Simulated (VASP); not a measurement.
Input of a VASP 6.6.1 run:

The input INCAR:

```
SYSTEM = Si
  PREC = Accurate
  ENCUT = 520
  EDIFF = 1E-8
  ISMEAR = -1
  SIGMA = 0.05
  LREAL = .FALSE.
  LASPH = .TRUE.
  NELM = 100
  ALGO = Normal
  ISIF = 2
  LWAVE = .FALSE.
  LCHARG = .FALSE.
  LEFG = .TRUE.
  NBANDS = 11
```

Contents of KPOINTS:

```
Automatic mesh
0
G
  16 16 16
  0 0 0
```

POSCAR

```
Si
1.0
   -2.2879081992      2.4073347711      1.2959053549
    2.2879081992     -2.4073347711      1.2959053549
    2.2879081992      2.4073347711     -1.2959053549
Si
2
Direct
    0.8070000000      0.5570000000      0.2500000000
    0.1930000000      0.4430000000      0.7500000000
```

Potentials or basis: VASP PAW LDA potentials, release 64 (Si).

Command:

```bash
$ cat potpaw_LDA.64/Si/POTCAR > POTCAR
$ mpirun -np 1 vasp_std > vasp.out
```

Task: Predict the largest force.

Result: 0.055 eV/Å.

Task: What does it give for the band gap on the k mesh?

Result: Zero (bands 4 and 5 overlap by 7.06 eV).

Task: What does it give for the pressure?

Result: 3.7 GPa.

Electric field gradients, principal values (V/Å²):
| atom | least | middle | greatest (by size) |
| --- | --- | --- | --- |
| 1 Si | 9.351 | 15.957 | -25.308 |
| 2 Si | 9.351 | 15.957 | -25.308 |

Caveat: the cell stands under pressure; without QUAD_EFG the Cq values of the log hold for a quadrupole moment of 1 mb, not for the nuclei.
